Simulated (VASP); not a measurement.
A run of VASP 6.6.1 is set up as follows.

The input INCAR:

```
SYSTEM = Be4Os
PREC = Accurate
ENCUT = 520
EDIFF = 1E-7
ISMEAR = 0
SIGMA = 0.1
LREAL = .False.
LASPH = .True.
NELM = 150
ALGO = Normal
ISIF = 2
LWAVE = .False.
LCHARG = .False.
ISPIN = 2
MAGMOM = 0 0 0 0 1
LORBIT = 11
LMAXMIX = 4
GGA = PE
NBANDS = 20
```

File KPOINTS:

```
regular mesh
0
Gamma
  6 6 6
  0 0 0
```

File POSCAR:

```
Be4Os
1.0
   -2.5221860070      2.5221860070      1.8274201157
    2.5221860070     -2.5221860070      1.8274201157
    2.5221860070      2.5221860070     -1.8274201157
Be Os
4 1
Direct
    0.1969614529      0.5000000000      0.6969614529
    0.5000000000      0.1969614529      0.6969614529
    0.5000000000      0.8030385471      0.3030385471
    0.8030385471      0.5000000000      0.3030385471
    0.0000000000      0.0000000000      0.0000000000
```

Potentials or basis: VASP PAW PBE potentials, release 64 (Be, Os).

The run is started by

```bash
$ cat potpaw_PBE.64/Be/POTCAR potpaw_PBE.64/Os/POTCAR > POTCAR
$ mpirun -np 1 vasp_std > vasp.out
```

Q: Estimate the net moment.

A: 0.00 μB per cell.

Q: What does it give for the largest force?

A: 0.008 eV/Å.

Forces in eV/Å, atoms in the order of the input:
```
Be   0.000  0.008  0.000
Be   0.008  0.000  0.000
Be  -0.008  0.000  0.000
Be   0.000 -0.008  0.000
Os   0.000  0.000  0.000
```
